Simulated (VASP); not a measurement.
Wanted: the native input for a VASP 6.6.1 run.

```yaml
Task: single point
Functional: PBE
Potentials_or_basis: VASP PAW PBE potentials, release 64 (Al, N)
Cutoff: 520 eV
k_mesh: 6 × 6 × 4
Occupations: gaussian, width 0.1 eV
Spin: no spin polarisation
Dipole_correction: no
Further_INCAR_settings: ALGO = Normal; EDIFF = 1e-06; NBANDS = 16
```

The structure of AlN (pbe) lies in POSCAR:

```
AlN
1.0
    3.1120000000      0.0000000000      0.0000000000
   -1.5560000000      2.6950710566      0.0000000000
    0.0000000000      0.0000000000      4.9820000000
Al N
2 2
Direct
    0.3333333333      0.6666666667      0.0000000000
    0.6666666667      0.3333333333      0.5000000000
    0.3333333333      0.6666666667      0.3820000000
    0.6666666667      0.3333333333      0.8820000000
```

One way to write it, as run:

INCAR

```
  ALGO = Normal
  EDIFF = 1E-6
  ENCUT = 520
  GGA = PE
  ISIF = 2
  ISMEAR = 0
  LASPH = T
  LCHARG = F
  LREAL = F
  LWAVE = F
  NBANDS = 16
  NELM = 80
  PREC = Accurate
  SIGMA = 0.1
```

KPOINTS

```
k-points
0
Gamma
  6 6 4
```

Potentials or basis: VASP PAW PBE potentials, release 64 (Al, N).

Launch:

```sh
$ cat potpaw_PBE.64/Al/POTCAR potpaw_PBE.64/N/POTCAR > POTCAR
$ mpirun -np 1 vasp_std > vasp.out
```

Results of the run:

```json
{
  "Pressure": "3.5 GPa",
  "Largest force": "0.005 eV/Å",
  "Band gap on the k mesh": "4.20 eV, direct"
}
```

Run time: 14 s on 1 thread of Intel Xeon 8259CL, with other jobs on the host, peak memory 0.15 GiB.
